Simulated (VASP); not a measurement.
A run of VASP 6.6.1 is set up as follows.

INCAR

```
SYSTEM = Lu2Si3P
PREC     = Accurate       ! precision mode
ENCUT    = 520            ! plane-wave cutoff, eV
EDIFF    = 1E-6           ! SCF threshold, eV
ISMEAR   = 0              ! smearing method
SIGMA    = 0.1            ! smearing width, eV
LREAL    = .FALSE.        ! projectors in reciprocal space
LASPH    = .TRUE.         ! aspherical terms in the spheres
NELM     = 100            ! most SCF steps
ALGO     = Normal         ! electronic algorithm
ISIF     = 2              ! what is computed and relaxed
LWAVE    = .FALSE.        ! write WAVECAR
LCHARG   = .FALSE.        ! write CHGCAR
GGA      = PE             ! functional
NBANDS   = 42             ! bands
```

File KPOINTS:

```
Automatic mesh
0
G
  12 12 6
  0 0 0
```

File POSCAR:

```
Lu2Si3P
1.0
    4.1171636501      0.0000000030      0.0000000000
   -2.0585818276      3.5655683111      0.0000000000
    0.0000000000      0.0000000000      7.4473804566
Lu Si P
2 3 1
Direct
    0.3333333333      0.6666666667      0.2442793771
    0.3333333333      0.6666666667      0.7557206229
    0.6666666667      0.3333333333      0.5000000000
    0.0000000000      0.0000000000      0.0000000000
    0.0000000000      0.0000000000      0.5000000000
    0.6666666667      0.3333333333      0.0000000000
```

Potentials or basis: VASP PAW PBE potentials, release 64 (Lu, Si, P).

The run is started by

```sh
$ cat potpaw_PBE.64/Lu/POTCAR potpaw_PBE.64/Si/POTCAR potpaw_PBE.64/P/POTCAR > POTCAR
$ mpirun -np 1 vasp_std > vasp.out
```

Problem. Predict the pressure.

Solution. 0.1 GPa.

Problem. Predict the largest force.

Solution. 0.011 eV/Å.

Forces on the atoms (eV/Å):
```
Lu   0.000  0.000  0.011
Lu   0.000  0.000 -0.011
Si   0.000  0.000  0.000
Si   0.000  0.000  0.000
Si   0.000  0.000  0.000
P    0.000  0.000  0.000
```
